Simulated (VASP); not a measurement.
A run of VASP 6.6.1 is set up as follows.

The input INCAR:

```
  ALGO = Normal
  EDIFF = 1E-6
  ENCUT = 520
  GGA = PE
  ISIF = 2
  ISMEAR = -1
  ISPIN = 2
  LASPH = T
  LCHARG = T
  LELF = T
  LMAXMIX = 4
  LORBIT = 11
  LREAL = F
  LVHAR = T
  LWAVE = F
  MAGMOM = 4 0
  NBANDS = 20
  NELM = 150
  PREC = Accurate
  SIGMA = 0.05
```

File KPOINTS:

```
k-points
0
Gamma
  9 9 9
```

POSCAR

```
MnS
1.0
    0.0000000000      2.6387736672      2.6387736672
    2.6387736672      0.0000000000      2.6387736672
    2.6387736672      2.6387736672      0.0000000000
Mn S
1 1
Direct
    0.0000000000      0.0000000000      0.0000000000
    0.5000000000      0.5000000000      0.5000000000
```

Potentials or basis: VASP PAW PBE potentials, release 64 (Mn_pv, S).

The run is started by

```bash
$ cat potpaw_PBE.64/Mn_pv/POTCAR potpaw_PBE.64/S/POTCAR > POTCAR
$ mpirun -np 1 vasp_std > vasp.out
```

Task: Estimate the site moments.

Result: Mn +4.32; S +0.11 μB.

Task: Estimate the net moment.

Result: 4.80 μB per cell.

Task: What does it give for the pressure?

Result: -4.8 GPa.

Caveat: a cell with one magnetic atom can't hold antiferromagnetic order, which such compounds often take.
